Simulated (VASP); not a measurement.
A run of VASP 6.6.1 is set up as follows.

Contents of INCAR:

```
SYSTEM = WSe2
  ALGO = Normal
  EDIFF = 1E-6
  ENCUT = 520
  GGA = PS
  ISIF = 2
  ISMEAR = 0
  IVDW = 12
  LASPH = .TRUE.
  LCHARG = .FALSE.
  LREAL = .FALSE.
  LWAVE = .FALSE.
  NBANDS = 20
  NELM = 100
  PREC = Accurate
  SIGMA = 0.05
```

KPOINTS

```
k-points
0
G
  12 12 2
  0 0 0
```

POSCAR

```
WSe2
1.0
    3.3179375931      0.0000000000      0.0000000000
   -1.6589687966      3.0027220648      0.0000000000
    0.0000000000      0.0000000000     16.6581424200
W Se
1 2
Direct
    0.0000000000      0.0000000000      0.0000000000
    0.3333333333      0.6666666667      0.0997865200
    0.3333333333      0.6666666667      0.9002134800
```

Potentials or basis: VASP PAW PBE potentials, release 64 (W_sv, Se).

The run is started by

```bash
$ cat potpaw_PBE.64/W_sv/POTCAR potpaw_PBE.64/Se/POTCAR > POTCAR
$ mpirun -np 1 vasp_std > vasp.out
```

Q: Predict the band gap on the k mesh.

A: 1.31 eV, direct.

Q: What does it give for the largest force?

A: 0.584 eV/Å.

Forces on the atoms (eV/Å):
```
W    0.000  0.217  0.000
Se   0.000 -0.108 -0.574
Se   0.000 -0.108  0.574
```

Caveat: the cell differs from its parent crystal (strain +0.0450 x Voigt [0, 1, 0, 0, 0, 0]); the PAW data sets were made with another functional, which shifts forces and pressure a little; spin-orbit coupling is left out, which moves the levels of the heavy elements.
